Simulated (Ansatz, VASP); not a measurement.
**LiF in VASP and in Ansatz**

Contents of INCAR:

```
ALGO     = Normal         # electronic algorithm
EDIFF    = 1E-6           # SCF threshold, eV
ENCUT    = 520            # plane-wave cutoff, eV
GGA      = CA             # functional
ISIF     = 2              # what is computed and relaxed
ISMEAR   = 0              # smearing method
LASPH    = True           # aspherical terms in the spheres
LCHARG   = False          # write CHGCAR
LREAL    = False          # projectors in reciprocal space
LWAVE    = False          # write WAVECAR
NBANDS   = 18             # bands
NELM     = 80             # most SCF steps
PREC     = Accurate       # precision mode
SIGMA    = 0.05           # smearing width, eV
```

KPOINTS

```
k-points
0
Gamma
  9 9 6
```

Contents of POSCAR:

```
LiF
1.0
    2.9025647390      0.0000000000      0.0000000000
   -1.4512823695      2.5136948001      0.0000000000
    0.0000000000      0.0000000000      4.9149128725
Li F
2 2
Direct
    0.3333333333      0.6666666667      0.3839784076
    0.6666666667      0.3333333333      0.8839784076
    0.3333333333      0.6666666667      0.9910195924
    0.6666666667      0.3333333333      0.4910195924
```

Input for Ansatz:

```yaml
crystal:
  lattice:
    - [2.902564739, 0.0, 0.0]
    - [-1.4512823695, 2.5136948001, 0.0]
    - [0.0, 0.0, 4.9149128725]
  atoms:
    - { symbol: Li, position: [0.3333333333, 0.6666666667, 0.3839784076] }
    - { symbol: Li, position: [0.6666666667, 0.3333333333, 0.8839784076] }
    - { symbol: F, position: [0.3333333333, 0.6666666667, 0.9910195924] }
    - { symbol: F, position: [0.6666666667, 0.3333333333, 0.4910195924] }
basis:
  ecutwfc: 520.0
kpoints:
  mp_grid: { grid: [9, 9, 6] }
hamiltonian:
  xc: lda
scf:
  occupations: { method: gaussian, width: 0.05 }
output:
  forces: true
  stress: true
  eigenvalues: true
```

Alike in both runs: task single point; functional LDA; k mesh 9 × 9 × 6; occupations gaussian, width 0.05 eV; no spin polarisation.

```csv
,VASP,Ansatz
version,VASP 6.6.1,Ansatz 0.2.0
potentials or method,"VASP PAW LDA potentials, release 64 (Li_sv, F), cutoff 520 eV","scalar-relativistic, plane waves, PAW"
valence electrons in the cell,20,20
```

Ansatz gave:

| Property | Result |
| --- | --- |
| gap on the k mesh at the Fermi level (eV) | 8.12 |
| least direct gap on the mesh (eV) | 8.12 |
| rms of the force components (eV/Å) | 0.225 |

Q: What did VASP give for the same quantities?

A: gap on the k mesh at the Fermi level (eV): 8.10; least direct gap on the mesh (eV): 8.10; rms of the force components (eV/Å): 0.228.

LDA's correlation is that of Perdew and Zunger in VASP and of Perdew and Wang (1992) in Ansatz. Atom by atom the forces differ by 0.003 eV/Å (rms over components).

Noted on VASP's run: the cutoff is under 1.25 times that of the potentials, so the pressure is a little rough.
